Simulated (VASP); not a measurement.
Set up this calculation in VASP 6.6.1, as the native input.

```
Task                   : single point
Functional             : PBE
Potentials or basis    : VASP PAW PBE potentials, release 64 (Si, O)
Cutoff                 : 520 eV
k mesh                 : 6 × 6 × 8
Occupations            : gaussian, width 0.05 eV
Spin                   : no spin polarisation
Dipole correction      : no
Further INCAR settings : ALGO = Normal; EDIFF = 1e-06; NBANDS = 25
```

The structure of SiO2 lies in POSCAR:

```
SiO2
1.0
    4.2358788266      0.0000000000      0.0000000000
    0.0000000000      4.3345748033      0.0000000000
    0.0000000000      0.0000000000      2.6897743046
Si O
2 4
Direct
    0.5000000000      0.5000000000      0.5000000000
    0.0000000000      0.0000000000      0.0000000000
    0.6836979468      0.7023276386      0.0000000000
    0.1836979468      0.7976723614      0.5000000000
    0.3163020532      0.2976723614      0.0000000000
    0.8163020532      0.2023276386      0.5000000000
```

This cell differs from its parent crystal: atoms displaced along a vibrational mode, the cell strained.

These files were run (other wordings do the same):

INCAR

```
SYSTEM = SiO2
PREC = Accurate ; ENCUT = 520
EDIFF = 1E-6 ; ISMEAR = 0
SIGMA = 0.05 ; LREAL = .False.
LASPH = .True. ; NELM = 80
ALGO = Normal ; ISIF = 2
LWAVE = .False. ; LCHARG = .True.
GGA = PE ; LELF = .True.
LVHAR = .True. ; NBANDS = 25
```

KPOINTS

```
regular mesh
0
Gamma
  6 6 8
  0 0 0
```

Potentials or basis: VASP PAW PBE potentials, release 64 (Si, O).

Command:

```bash
$ cat potpaw_PBE.64/Si/POTCAR potpaw_PBE.64/O/POTCAR > POTCAR
$ mpirun -np 1 vasp_std > vasp.out
```

Results of the run:

The pressure is -6.0 GPa, the largest force is 0.382 eV/Å and the band gap on the k mesh is 4.65 eV.

Caveat: the cell differs from its parent crystal (atoms displaced along a vibrational mode, the cell strained); the cell stands under tension.

It took 69 s on 1 thread of Intel Xeon 8259CL (shared host), peak memory 0.2 GiB.
